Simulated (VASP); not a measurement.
**Ta3Cu: relaxation of cell and atoms with RPBE**

Crystal: Ta3Cu.

```
Ta Cu
1.0
    -2.00651    2.00651    4.20817
     2.00651   -2.00651    4.20817
     2.00651    2.00651   -4.20817
Ta Cu
3 1
Direct
  0.50000 0.50000 0.00000
  0.25000 0.75000 0.50000
  0.75000 0.25000 0.50000
  0.00000 0.00000 0.00000
```

```yaml
Program: VASP 6.6.1
Task: relaxation of cell and atoms
Functional: RPBE
Potentials_or_basis: VASP PAW PBE potentials, release 64 (Ta_pv, Cu)
Cutoff: 600 eV
k_mesh: 7 × 7 × 7
Occupations: fermi-dirac, width 0.05 eV
Spin: no spin polarisation
Dipole_correction: no
Further_INCAR_settings: ALGO = Normal; EDIFF = 1e-06; IBRION = 2; EDIFFG = -0.01; NSW = 60; ISIF = 3
```

The relaxed volume is 17.34 Å³/atom, the relaxed cell is a = 5.106 Å, b = 5.106 Å, c = 5.106 Å, α = 133.27°, β = 133.27°, γ = 68.23° and the space group after relaxing (to 0.1 Å) is I4/mmm (No. 139). The energy gained by relaxing is 5.2 meV/atom, the ionic steps are 8 and the pressure after relaxing is 0.0 GPa. The band gap on the k mesh is zero (bands 22 and 23 overlap by 0.90 eV).

Step by step:
```
step  energy change (eV)  largest force (eV/Å)  pressure (GPa)  volume (Å³)
   1              0.0000                0.0000            4.32        67.77
   2              0.0447                0.0000           -6.78        72.35
   3             -0.0205                0.0000           -0.32        69.38
   4             -0.0205                0.0000            0.22        69.27
   5             -0.0205                0.0000            0.12        69.32
   6             -0.0206                0.0000            0.09        69.35
   7             -0.0207                0.0000            0.00        69.35
   8             -0.0207                0.0000           -0.05        69.34
```

Final structure:
```
Ta Cu
1.0
    -2.02502    2.02502    4.22761
     2.02502   -2.02502    4.22761
     2.02502    2.02502   -4.22761
Ta Cu
3 1
Direct
  0.50000 0.50000 0.00000
  0.25000 0.75000 0.50000
  0.75000 0.25000 0.50000
  0.00000 0.00000 0.00000
```

Levels at points of the mesh, in eV from the Fermi level:
| k point | band 20 | band 21 | band 22 | band 23 | band 24 | band 25 |
| --- | --- | --- | --- | --- | --- | --- |
| (0.00, 0.00, 0.00) | -1.57 | -0.17 | -0.17 | 0.08 | 1.97 | 2.25 |

It took 4.7 min on 1 thread of Intel(R) Xeon(R) 6975P-C (Granite Rapids), on a shared host, peak memory 0.32 GiB.

Caveat: the PAW data sets were made with another functional, which shifts forces and pressure a little; spin-orbit coupling is left out, which moves the levels of the heavy elements.
